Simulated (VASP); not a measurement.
A run of VASP 6.6.1 is set up as follows.

Contents of INCAR:

```
  PREC = Accurate
  ENCUT = 600
  EDIFF = 1E-6
  ISMEAR = -1
  SIGMA = 0.05
  LREAL = F
  LASPH = T
  NELM = 150
  ALGO = Normal
  ISIF = 3
  LWAVE = F
  LCHARG = F
  ISPIN = 2
  MAGMOM = 1 0
  LORBIT = 11
  LMAXMIX = 4
  GGA = PS
  IBRION = 2
  NSW = 80
  EDIFFG = -0.02
```

File KPOINTS:

```
regular mesh
0
Gamma
  9 9 9
```

The input POSCAR:

```
AlNi
1.0
    2.8810000000      0.0000000000      0.0000000000
    0.0000000000      2.8810000000      0.0000000000
    0.0000000000      0.0000000000      2.8810000000
Ni Al
1 1
Direct
    0.5000000000      0.5000000000      0.5000000000
    0.0000000000      0.0000000000      0.0000000000
```

Potentials or basis: VASP PAW PBE potentials, release 64 (Ni, Al).

Command:

```console
$ cat potpaw_PBE.64/Ni/POTCAR potpaw_PBE.64/Al/POTCAR > POTCAR
$ mpirun -np 1 vasp_std > vasp.out
```

Task: What does it give for the relaxed volume?

Result: 11.72 Å³/atom.

Task: Estimate the net moment.

Result: 0.00 μB per cell.

Task: What does it give for the space group after relaxing (to 0.1 Å)?

Result: Pm-3m (No. 221).

Task: What does it give for the relaxed cell?

Result: a = 2.862 Å, b = 2.862 Å, c = 2.862 Å, α = 90.00°, β = 90.00°, γ = 90.00°.

The path:
| step | energy change (eV) | largest force (eV/Å) | pressure (GPa) | volume (Å³) |
| --- | --- | --- | --- | --- |
| 1 | 0.0000 | 0.0000 | -3.20 | 23.91 |
| 2 | -0.0019 | 0.0000 | 2.76 | 23.09 |
| 3 | -0.0048 | 0.0000 | 0.01 | 23.44 |

Caveat: the PAW data sets were made with another functional, which shifts forces and pressure a little.
